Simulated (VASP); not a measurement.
Set up this calculation in VASP 6.6.1, as the native input.

```
Task                   : single point
Functional             : PBE
Potentials or basis    : VASP PAW PBE potentials, release 64 (Ag, I)
Cutoff                 : 500 eV
k mesh                 : 6 × 6 × 6
Occupations            : gaussian, width 0.01 eV
Spin                   : no spin polarisation
Dipole correction      : no
Further INCAR settings : ALGO = Normal; EDIFF = 1e-06; NBANDS = 16
```

The structure of AgI lies in POSCAR:

```
AgI
1.0
   -2.3656383162      2.3656383162      3.3497750527
    2.3656383162     -2.3656383162      3.3497750527
    2.3656383162      2.3656383162     -3.3497750527
Ag I
1 1
Direct
    0.2500000000      0.7500000000      0.5000000000
    0.0000000000      0.0000000000      0.0000000000
```

This cell differs from its parent crystal: volume changed by +3%.

The input as run:

INCAR

```
PREC = Accurate
ENCUT = 500
EDIFF = 1E-6
ISMEAR = 0
SIGMA = 0.01
LREAL = False
LASPH = True
NELM = 120
ALGO = Normal
ISIF = 2
LWAVE = False
LCHARG = False
GGA = PE
NBANDS = 16
GGA_COMPAT = False
```

KPOINTS

```
regular mesh
0
Gamma
  6 6 6
```

Potentials or basis: VASP PAW PBE potentials, release 64 (Ag, I).

The run is started by

```bash
$ cat potpaw_PBE.64/Ag/POTCAR potpaw_PBE.64/I/POTCAR > POTCAR
$ mpirun -np 1 vasp_std > vasp.out
```

Results of the run:

```yaml
Pressure: -0.7 GPa
Band_gap_on_the_k_mesh: 1.35 eV, direct
```

Caveat: spin-orbit coupling is left out, which moves the levels of the heavy elements.

It took 12 s on 1 thread of Intel(R) Xeon(R) 6975P-C (Granite Rapids), on a shared host, peak memory 0.21 GiB.
